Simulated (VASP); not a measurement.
Wanted: the native input for a VASP 6.6.1 run.

```
Task                   : single point
Functional             : PBE
Potentials or basis    : VASP PAW PBE potentials, release 64 (Si, C)
Cutoff                 : 520 eV
k mesh                 : 12 × 12 × 4
Occupations            : gaussian, width 0.05 eV
Spin                   : no spin polarisation
Dipole correction      : no
Further INCAR settings : ALGO = Normal; EDIFF = 1e-07; NBANDS = 26
```

The structure of SiC lies in POSCAR:

```
SiC
1.0
    3.0940652517      0.0000000000      0.0000000000
   -1.5470326258      2.6795391090      0.0000000000
    0.0000000000      0.0000000000     10.3993000000
Si C
4 4
Direct
    0.6666666667      0.3333333333      0.9378436843
    0.3333333333      0.6666666667      0.4378436843
    0.0000000000      0.0000000000      0.6878989045
    0.0000000000      0.0000000000      0.1878989045
    0.6666666667      0.3333333333      0.7498087506
    0.3333333333      0.6666666667      0.2498087506
    0.0000000000      0.0000000000      0.5004476606
    0.0000000000      0.0000000000      0.0004476606
```

These files were run (other wordings do the same):

INCAR

```
SYSTEM = SiC
PREC = Accurate ; ENCUT = 520
EDIFF = 1E-7 ; ISMEAR = 0
SIGMA = 0.05 ; LREAL = .False.
LASPH = .True. ; NELM = 60
ALGO = Normal ; ISIF = 2
LWAVE = .False. ; LCHARG = .False.
GGA = PE ; NBANDS = 26
```

KPOINTS

```
regular mesh
0
Gamma
  12 12 4
  0 0 0
```

Potentials or basis: VASP PAW PBE potentials, release 64 (Si, C).

Launch:

```console
$ cat potpaw_PBE.64/Si/POTCAR potpaw_PBE.64/C/POTCAR > POTCAR
$ mpirun -np 1 vasp_std > vasp.out
```

Results of the run:

```json
{"Pressure": "-5.1 GPa", "Largest force": "0.180 eV/Å", "Band gap on the k mesh": "2.10 eV (least direct gap 3.28 eV)"}
```

Caveat: the stress differs along the axes, from -14 to -1 GPa.

Wall time 94 s on 1 thread of Intel(R) Xeon(R) Platinum 8259CL CPU @ 2.50GHz (Skylake/Cascade Lake), with other jobs on the host, peak memory 0.25 GiB.
